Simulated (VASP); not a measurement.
Wanted: the native input for a VASP 6.6.1 run.

| Quantity | Value |
| --- | --- |
| Task | relaxation of cell and atoms |
| Functional | LDA |
| Potentials or basis | VASP PAW LDA potentials, release 64 (Pb_d, Te) |
| Cutoff | 500 eV |
| k mesh | 8 × 8 × 8 |
| Occupations | gaussian, width 0.02 eV |
| Spin | no spin polarisation |
| Dipole correction | no |
| Further INCAR settings | ALGO = Normal; EDIFF = 1e-07; IBRION = 2; EDIFFG = -0.002; NSW = 100; ISIF = 3 |

The structure of TePb lies in POSCAR:

```
TePb
1.0
    0.0000000000      3.2200000000      3.2200000000
    3.2200000000      0.0000000000      3.2200000000
    3.2200000000      3.2200000000      0.0000000000
Pb Te
1 1
Direct
    0.0000000000      0.0000000000      0.0000000000
    0.5000000000      0.5000000000      0.5000000000
```

One way to write it, as run:

INCAR

```
PREC = Accurate ; ENCUT = 500
EDIFF = 1E-7 ; ISMEAR = 0
SIGMA = 0.02 ; LREAL = F
LASPH = T ; NELM = 120
ALGO = Normal ; ISIF = 3
LWAVE = F ; LCHARG = F
GGA = CA ; IBRION = 2
NSW = 100 ; EDIFFG = -0.002
GGA_COMPAT = F ; NELMIN = 4
```

KPOINTS

```
regular mesh
0
Gamma
  8 8 8
```

Potentials or basis: VASP PAW LDA potentials, release 64 (Pb_d, Te).

Run with:

```sh
$ cat potpaw_LDA.64/Pb_d/POTCAR potpaw_LDA.64/Te/POTCAR > POTCAR
$ mpirun -np 1 vasp_std > vasp.out
```

It gave:

```
Relaxed volume                        : 32.53 Å³/atom
Relaxed cell                          : a = 4.514 Å, b = 4.514 Å, c = 4.514 Å, α = 60.00°, β = 60.00°, γ = 60.00°
Space group after relaxing (to 0.1 Å) : Fm-3m (No. 225)
Energy gained by relaxing             : 3.3 meV/atom
Ionic steps                           : 3
Pressure after relaxing               : 0.0 GPa
Band gap on the k mesh                : 0.56 eV
```

Caveat: spin-orbit coupling is left out, which moves the levels of the heavy elements.

Wall time 52 s on 1 thread of Intel(R) Xeon(R) Platinum 8375C CPU @ 2.90GHz (Ice Lake) (shared host), peak memory 0.18 GiB.
